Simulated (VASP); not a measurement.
# Sn2PbS3: single point with PBE

Crystal: Sn2PbS3.

```xyz
12
Lattice="5.9764 0.0000 0.0000 0.0068 6.1657 0.0000 2.7242 0.1302 8.9461" Properties=species:S:1:pos:R:3 pbc="T T T"
Sn    5.6565    0.2062    6.0782
Sn    2.6702    3.0624    6.0448
Sn    2.8077    0.1919    3.1183
Sn    5.7992    2.9754    3.0880
Pb    5.9278    0.0957    0.0761
Pb    2.9428    2.9878    0.0483
S     6.0869    0.3731    2.9370
S     3.0984    2.7892    2.9003
S     5.7056    0.2672    8.8263
S     2.7149    3.0669    8.7822
S     2.9137    0.4300    5.9078
S     5.9006    2.8323    5.8690
```

```
Program                : VASP 6.6.1
Task                   : single point
Functional             : PBE
Potentials or basis    : VASP PAW PBE potentials, release 64 (Sn_d, Pb_d, S)
Cutoff                 : 520 eV
k mesh                 : 4 × 4 × 2
Occupations            : gaussian, width 0.1 eV
Spin                   : no spin polarisation
Dipole correction      : no
Further INCAR settings : ALGO = Normal; EDIFF = 1e-06; NBANDS = 72
```

```
Pressure               : -0.1 GPa
Largest force          : 0.031 eV/Å
Band gap on the k mesh : 0.93 eV (least direct gap 1.08 eV)
```

Forces in eV/Å, atoms in the order of the input:
```
Sn   0.002  0.014  0.008
Sn   0.002 -0.012  0.008
Sn   0.001  0.016 -0.006
Sn   0.000 -0.015 -0.008
Pb  -0.008  0.009  0.000
Pb  -0.007 -0.007  0.002
S   -0.010  0.025  0.008
S   -0.009 -0.029  0.009
S    0.013  0.016 -0.014
S    0.014 -0.016 -0.013
S    0.002  0.020  0.001
S    0.001 -0.019  0.005
```

Stress tensor (GPa, compression positive):
```
-0.01  0.00  0.03
 0.00 -0.17  0.00
 0.03  0.00 -0.10
```

Levels at points of the mesh, in eV from the valence-band top:
```csv
k point,band 57,band 58,band 59,band 60,band 61,band 62,band 63,band 64
"(0.00, 0.00, 0.00)",-1.98,-1.71,-1.45,-1.28,2.78,3.10,3.28,3.37
"(0.50, 0.00, 0.00)",-0.85,-0.84,-0.67,-0.66,1.51,1.52,2.06,2.08
"(0.00, 0.50, 0.00)",-1.10,-1.08,-0.56,-0.30,1.13,1.37,1.53,2.39
"(0.50, 0.50, 0.00)",-0.46,-0.44,-0.18,-0.16,0.93,0.93,1.21,1.23
"(0.00, 0.00, 0.50)",-1.61,-1.08,-1.03,-0.94,2.32,2.38,2.79,3.18
"(0.50, 0.00, 0.50)",-0.98,-0.98,-0.48,-0.48,1.54,1.54,1.98,2.00
"(0.00, 0.50, 0.50)",-0.87,-0.70,-0.52,0.00,1.08,1.30,1.88,1.99
"(0.50, 0.50, 0.50)",-0.45,-0.42,-0.21,-0.19,0.94,0.95,1.31,1.34
```

Wall time 19 min on 1 thread of Intel Xeon 8259CL (shared host), peak memory 0.61 GiB.

Caveat: spin-orbit coupling is left out, which moves the levels of the heavy elements. A k mesh can miss the band edges.
